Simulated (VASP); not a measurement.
Here is a VASP 6.6.1 calculation.

File INCAR:

```
SYSTEM = Rh
PREC = Accurate ; ENCUT = 520
EDIFF = 1E-6 ; ISMEAR = 0
SIGMA = 0.15 ; LREAL = .False.
LASPH = .True. ; NELM = 60
ALGO = Fast ; ISIF = 2
LWAVE = .False. ; LCHARG = .False.
GGA = CA ; NBANDS = 38
```

The input KPOINTS:

```
Automatic mesh
0
Gamma
  18 18 6
  0 0 0
```

Contents of POSCAR:

```
Rh
1.0
    2.6838000000      0.0000000000      0.0000000000
   -1.3419000000      2.3242389787      0.0000000000
    0.0000000000      0.0000000000      7.9735000000
Rh
4
Direct
    0.0000000000      0.0000000000      0.0000000000
    0.3333333333      0.6666666667      0.2500000000
    0.0000000000      0.0000000000      0.5000000000
    0.6666666667      0.3333333333      0.7500000000
```

Potentials or basis: VASP PAW LDA potentials, release 64 (Rh_pv).

The run is started by

```sh
$ cat potpaw_LDA.64/Rh_pv/POTCAR > POTCAR
$ mpirun -np 1 vasp_std > vasp.out
```

Task: Estimate the pressure.

Result: 28.6 GPa.

Task: What does it give for the band gap on the k mesh?

Result: Zero (bands 30 and 31 overlap by 2.26 eV).

Stress tensor (GPa, compression positive):
```
14.32  0.00  0.00
 0.00 14.32  0.00
 0.00  0.00 57.30
```

Caveat: the stress differs along the axes, from 14 to 57 GPa.
